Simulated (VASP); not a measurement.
# RuAu (Pnma) in VASP: single point with PBE

Aim: the single point of RuAu with PBE.

Everything below comes from runs of VASP 6.6.1. Logs are shortened: lines on timing, memory, paths and dates and some standing lists are left out, and cuts for length are marked.

### Step 1. The cell of the first run

Symmetry: Pnma, No. 62, orthorhombic system. Conventional cell: a = 5.780 Å, b = 3.480 Å, c = 6.257 Å, α = 90.00°, β = 90.00°, γ = 90.00°. Ru (site symmetry m) has 6 Au at 2.45 to 2.65 Å and 2 Ru at 2.96 Å within 3.2 Å. Au (site symmetry m) has 6 Ru at 2.45 to 2.65 Å and 4 Au at 2.93 to 2.99 Å within 3.2 Å.

### Step 2. Single point, PBE

Input file POSCAR:

```
RuAu
1.0
    5.7801400000      0.0000000000      0.0000000000
    0.0000000000      3.4798800000      0.0000000000
    0.0000000000      0.0000000000      6.2569860000
Ru Au
4 4
Direct
    0.1900000000      0.2500000000      0.5750000000
    0.3100000000      0.7500000000      0.0750000000
    0.6900000000      0.2500000000      0.9250000000
    0.8100000000      0.7500000000      0.4250000000
    0.0050000000      0.2500000000      0.1880000000
    0.4950000000      0.7500000000      0.6880000000
    0.5050000000      0.2500000000      0.3120000000
    0.9950000000      0.7500000000      0.8120000000
```

Input file INCAR.step1:

```
SYSTEM = RuAu
PREC = Accurate
ENCUT = 400
EDIFF = 1E-6
ISMEAR = 0
SIGMA = 0.0582
LREAL = .False.
LASPH = .True.
NELM = 120
ALGO = Normal
ISIF = 2
LWAVE = .False.
LCHARG = .True.
LMAXMIX = 4
GGA = PE
NBANDS = 60
GGA_COMPAT = .False.
NEDOS = 2001
LORBIT = 11
```

Input file KPOINTS.step1:

```
regular mesh
0
Gamma
  6 10 6
  0 0 0
```

Input file INCAR.step2:

```
SYSTEM = RuAu
PREC = Accurate
ENCUT = 400
EDIFF = 1E-6
ISMEAR = -5
SIGMA = 0.0582
LREAL = .False.
LASPH = .True.
NELM = 120
ALGO = Normal
ISIF = 2
LWAVE = .False.
LCHARG = .False.
LMAXMIX = 4
GGA = PE
LORBIT = 11
NBANDS = 60
NEDOS = 1001
ICHARG = 11
GGA_COMPAT = .False.
```

Input file KPOINTS.step2:

```
regular mesh
0
Gamma
  9 15 9
  0 0 0
```

Potentials or basis: VASP PAW PBE potentials, release 64 (Ru_pv, Au).

Run with:

```sh
cat potpaw_PBE.64/Ru_pv/POTCAR potpaw_PBE.64/Au/POTCAR > POTCAR
cp INCAR.step1 INCAR
cp KPOINTS.step1 KPOINTS
mpirun -np 1 vasp_std > vasp.out
cp INCAR.step2 INCAR
cp KPOINTS.step2 KPOINTS
mpirun -np 1 vasp_std > vasp.out
```

OUTCAR:

```text
SYSTEM = RuAu
   PREC = Accurate
   ENCUT = 400
   EDIFF = 1E-6
   ISMEAR = -5
   LREAL = .False.
   LASPH = .True.
   NELM = 120
   ISIF = 2
   GGA = PE
   LORBIT = 11
   ICHARG = 11

 ion  position               nearest neighbor table
   1  0.190  0.250  0.575-   7 2.45   8 2.55   8 2.55   6 2.58   6 2.58   5 2.65   4 2.96   4 2.96

   2  0.310  0.750  0.075-   8 2.45   7 2.55   7 2.55   5 2.58   5 2.58   6 2.65   3 2.96   3 2.96

   3  0.690  0.250  0.925-   5 2.45   6 2.55   6 2.55   8 2.58   8 2.58   7 2.65   2 2.96   2 2.96

   4  0.810  0.750  0.425-   6 2.45   5 2.55   5 2.55   7 2.58   7 2.58   8 2.65   1 2.96   1 2.96

   5  0.005  0.250  0.188-   3 2.45   4 2.55   4 2.55   2 2.58   2 2.58   1 2.65   8 2.93   8 2.93
                             7 2.99   7 2.99
   6  0.495  0.750  0.688-   4 2.45   3 2.55   3 2.55   1 2.58   1 2.58   2 2.65   7 2.93   7 2.93
                             8 2.99   8 2.99
   7  0.505  0.250  0.312-   1 2.45   2 2.55   2 2.55   4 2.58   4 2.58   3 2.65   6 2.93   6 2.93
                             5 2.99   5 2.99
   8  0.995  0.750  0.812-   2 2.45   1 2.55   1 2.55   3 2.58   3 2.58   4 2.65   5 2.93   5 2.93
                             6 2.99   6 2.99

  LATTYP: Found a simple orthorhombic cell.
 ALAT       =     3.4798800000
 B/A-ratio  =     1.6610170466
 C/A-ratio  =     1.7980464844

  Lattice vectors:

 A1 = (   0.0000000000,  -3.4798800000,   0.0000000000)
 A2 = (   5.7801400000,   0.0000000000,   0.0000000000)
 A3 = (   0.0000000000,   0.0000000000,   6.2569860000)

Analysis of symmetry for initial positions (statically):
=====================================================================
 Subroutine PRICEL returns:
 Original cell was already a primitive cell.

 Routine SETGRP: Setting up the symmetry group for a
 simple orthorhombic supercell.

 Subroutine GETGRP returns: Found  8 space group operations
 (whereof  2 operations were pure point group operations)
 out of a pool of  8 trial point group operations.

The static configuration has the point symmetry S_2 .
 The point group associated with its full space group is D_2h.

Analysis of symmetry for dynamics (positions and initial velocities):
=====================================================================
 Subroutine PRICEL returns:
 Original cell was already a primitive cell.

 Routine SETGRP: Setting up the symmetry group for a
 simple orthorhombic supercell.

 Subroutine GETGRP returns: Found  8 space group operations
 (whereof  2 operations were pure point group operations)
 out of a pool of  8 trial point group operations.

The dynamic configuration has the point symmetry S_2 .
 The point group associated with its full space group is D_2h.

 Subroutine INISYM returns: Found  8 space group operations
 (whereof  2 operations are pure point group operations),
 and found     1 'primitive' translations

----------------------------------------------------------------------------------------

                                     Primitive cell

  volume of cell :     125.8542

  direct lattice vectors                    reciprocal lattice vectors
     5.780140000  0.000000000  0.000000000     0.173006190  0.000000000  0.000000000
     0.000000000  3.479880000  0.000000000     0.000000000  0.287366231  0.000000000
     0.000000000  0.000000000  6.256986000     0.000000000  0.000000000  0.159821358

  length of vectors
     5.780140000  3.479880000  6.256986000     0.173006190  0.287366231  0.159821358

  position of ions in fractional coordinates (direct lattice)
     0.190000000  0.250000000  0.575000000
     0.310000000  0.750000000  0.075000000
     0.690000000  0.250000000  0.925000000
     0.810000000  0.750000000  0.425000000
     0.005000000  0.250000000  0.188000000
     0.495000000  0.750000000  0.688000000
     0.505000000  0.250000000  0.312000000
     0.995000000  0.750000000  0.812000000

  ion indices of the primitive-cell ions
   primitive index   ion index
                 1           1
                 2           2
                 3           3
                 4           4
                 5           5
                 6           6
                 7           7
                 8           8

----------------------------------------------------------------------------------------

 KPOINTS: regular mesh

Automatic generation of k-mesh.
 Grid dimensions read from file:
 generate k-points for:    9   15    9

 Generating k-lattice:

  Cartesian coordinates                     Fractional coordinates (reciprocal lattice)
     0.019222910  0.000000000  0.000000000     0.111111111  0.000000000  0.000000000
     0.000000000  0.019157749  0.000000000     0.000000000  0.066666667  0.000000000
     0.000000000  0.000000000  0.017757929     0.000000000  0.000000000  0.111111111

  Length of vectors
     0.019222910  0.019157749  0.017757929

  Shift w.r.t. Gamma in fractional coordinates (k-lattice)
     0.000000000  0.000000000  0.000000000

 TETIRR: Found   3598 inequivalent tetrahedra from     7290

 Subroutine IBZKPT returns following result:
 ===========================================

 Found    200 irreducible k-points:

 Following reciprocal coordinates:
            Coordinates               Weight
  0.000000  0.000000  0.000000      1.000000
  0.111111  0.000000  0.000000      2.000000
  0.222222  0.000000  0.000000      2.000000
  0.333333  0.000000  0.000000      2.000000
  0.444444  0.000000  0.000000      2.000000
  0.000000  0.066667  0.000000      2.000000
[... 16 lines left out ...]
  0.222222  0.266667  0.000000      4.000000
  0.333333  0.266667  0.000000      4.000000
 [... further k-points ...]
   k-points           NKPTS =    200   k-points in BZ     NKDIM =    200   number of bands    NBANDS=     60
   number of dos      NEDOS =   1001   number of ions     NIONS =      8
   total plane-waves  NPLWV =  40320
   dimension x,y,z NGX =    40 NGY =   24 NGZ =   42
   dimension x,y,z NGXF=    80 NGYF=   48 NGZF=   84
   ions per type =               4   4
   NGX,Y,Z   is equivalent  to a cutoff of  11.50, 11.47, 11.16 a.u.
   NGXF,Y,Z  is equivalent  to a cutoff of  23.01, 22.93, 22.32 a.u.
 SYSTEM =  RuAu
   PREC   = accura    normal or accurate (medium, high low for compatibility)
   ISTART =      0    job   : 0-new  1-cont  2-samecut
   ICHARG =     11    charge: 1-file 2-atom 10-const
   ISPIN  =      1    spin polarized calculation?
   LNONCOLLINEAR =      F non collinear calculations
   LSORBIT =      F    spin-orbit coupling
   LASPH  =      T    aspherical Exc in radial PAW
   ENCUT  =  400.0 eV  29.40 Ry    5.42 a.u.   9.43  5.67 10.20*2*pi/ulx,y,z
   NELM   =    120;   NELMIN=  2; NELMDL=  0     # of ELM steps
   EDIFF  = 0.1E-05   stopping-criterion for ELM
   LREAL  =      F    real-space projection
   EDIFFG = 0.1E-04   stopping-criterion for IOM
   NSW    =      0    number of steps for IOM
   IBRION =     -1    ionic relax: 0-MD 1-quasi-New 2-CG
   NFREE  =      0    steps in history (QN), initial steepest desc. (CG)
   ISIF   =      2    stress and relaxation
   ISYM   =      2    0-nonsym 1-usesym 2-fastsym
   POTIM  = 0.5000    time-step for ionic-motion
   TEBEG  =    0.0;   TEEND  =   0.0 temperature during run
   PSTRESS=    0.0 pullay stress
   NELECT =     100.0000    total number of electrons
   NUPDOWN=      -1.0000    fix difference up-down
   EMIN   =  10.00;   EMAX   =-10.00  energy-range for DOS
   EFERMI =   0.00;   METHOD = LEGACY
   ISMEAR =    -5;   SIGMA  =   0.06  broadening in eV -4-tet -1-fermi 0-gaus
   EFERMI_NEDOS =   21; number of points for ismear=-14 and -15
   IALGO  =     38    algorithm
   IMIX   =      4    mixing-type and parameters
     AMIX     =   0.40;   BMIX     =  1.00
     AMIX_MAG =   1.60;   BMIX_MAG =  1.00
  volume/ion in A,a.u.               =      15.73       106.16
  Fermi-wavevector in a.u.,A,eV,Ry     =   1.516301  2.865394 31.282110  2.299170
  Thomas-Fermi vector in A             =   2.625710
   LORBIT       =     11    0 simple, 1 ext, 2 COOP (PROOUT), +10 PAW based schemes
   GGA     = PE    functional components
   LHFCALC =     F    Hartree Fock is set to
   AEXX    =    0.0000 exact exchange contribution
   IVDW    =     0    specifies the selected vdW correction
   LEPSILON=     F    determine dielectric tensor
   LRPA    =     F    only Hartree local field effects (RPA)
 non-spin polarized calculation
 Fermi weights with tetrahedron method with Bloechl corrections
  energy-cutoff  :      400.00
  volume of cell :      125.85
 maximum number of plane-waves:      2312
 NGX is ok and might be reduce to    40

 number of electron     100.0000039 magnetization

 Free energy of the ion-electron system (eV)
  ---------------------------------------------------
  ext. energy  EPLUGINS =         0.00000000
  ---------------------------------------------------
  free energy    TOTEN  =       -40.12321172 eV

  energy without entropy =      -40.12321172  energy(sigma->0) =      -40.12321172

 E-fermi :  10.6320     XC(G=0): -13.0889

 val. band max:       10.6592124697   @ k =   0.3333   0.0000   0.2222
 cond. band min:      10.6069235960   @ k =   0.1111   0.3333   0.0000
 fundamental gap:     -0.0522888737
 Fermi energy:        10.6319669859

 k-point     1 :       0.0000    0.0000    0.0000
  band No.  band energies     occupation
      1     -31.9513      2.00000
      2     -31.9291      2.00000
      3     -31.9099      2.00000
      4     -31.8992      2.00000
      5     -31.8207      2.00000
      6     -31.8206      2.00000
[... 52 lines left out ...]
     59      14.4328      0.00000
     60      15.6214      0.00000

 k-point     2 :       0.1111    0.0000    0.0000
  band No.  band energies     occupation
      1     -31.9502      2.00000
      2     -31.9290      2.00000
      3     -31.9097      2.00000
      4     -31.8997      2.00000
      5     -31.8207      2.00000
      6     -31.8205      2.00000
[... 1383 lines left out ...]
      4     -31.9081      2.00000
      5     -31.8437      2.00000
      6     -31.8360      2.00000
[... 52 lines left out ...]
     59      14.9186      0.00000
     60      15.2901      0.00000

 [... further k-points ...]
[... 5 lines left out ...]
  --------------------------------------------------------------------------------------
  -------------------------------------------------------------------------------------
  Total       26.1427971     16.9966610     22.1282570     -0.0000000      0.0000000      0.0000000
  in kB      332.8088193    216.3746540    281.7020328     -0.0000000      0.0000000      0.0000000
  external PRESSURE =     276.9618353 kB  Pullay stress =       0.0000000 kB

 VOLUME and BASIS-vectors are now :
 -----------------------------------------------------------------------------
  energy-cutoff  :      400.00
  volume of cell :      125.85
      direct lattice vectors                 reciprocal lattice vectors
     5.780140000  0.000000000  0.000000000     0.173006190  0.000000000  0.000000000
     0.000000000  3.479880000  0.000000000     0.000000000  0.287366231  0.000000000
     0.000000000  0.000000000  6.256986000     0.000000000  0.000000000  0.159821358

 POSITION                                       TOTAL-FORCE (eV/Angst)
 -----------------------------------------------------------------------------------
      1.09823      0.86997      3.59777        -2.570094      0.000000     -0.607504
      1.79184      2.60991      0.46927         2.570094     -0.000000     -0.607504
      3.98830      0.86997      5.78771        -2.570094      0.000000      0.607504
      4.68191      2.60991      2.65922         2.570094     -0.000000      0.607504
      0.02890      0.86997      1.17631         0.751188     -0.000000      0.278058
      2.86117      2.60991      4.30481        -0.751188     -0.000000      0.278058
      2.91897      0.86997      1.95218         0.751188      0.000000     -0.278058
      5.75124      2.60991      5.08067        -0.751188     -0.000000     -0.278058
 -----------------------------------------------------------------------------------
    total drift:                               -0.000000      0.000000     -0.000000

  FREE ENERGIE OF THE ION-ELECTRON SYSTEM (eV)
  ---------------------------------------------------
  free  energy   TOTEN  =       -40.1232117176 eV

  energy  without entropy=      -40.1232117176  energy(sigma->0) =      -40.12321172

 total charge

# of ion       s       p       d       tot
------------------------------------------
    1        0.335   6.216   6.075  12.627
    2        0.335   6.216   6.075  12.627
    3        0.335   6.216   6.075  12.627
    4        0.335   6.216   6.075  12.627
    5        0.756   0.571   8.636   9.963
    6        0.756   0.571   8.636   9.963
    7        0.756   0.571   8.636   9.963
    8        0.756   0.571   8.636   9.963
--------------------------------------------------
tot          4.365  27.149  58.842  90.356
```

Wall time 6.8 min (1 thread of Intel Xeon 6975P-C (Granite Rapids), shared host); peak memory 0.74 GiB.

Results:

* Valence electrons inside the program's atomic spheres: Ru 12.63; Au 9.96

Caveat: spin-orbit coupling is left out, which moves the levels of the heavy elements.
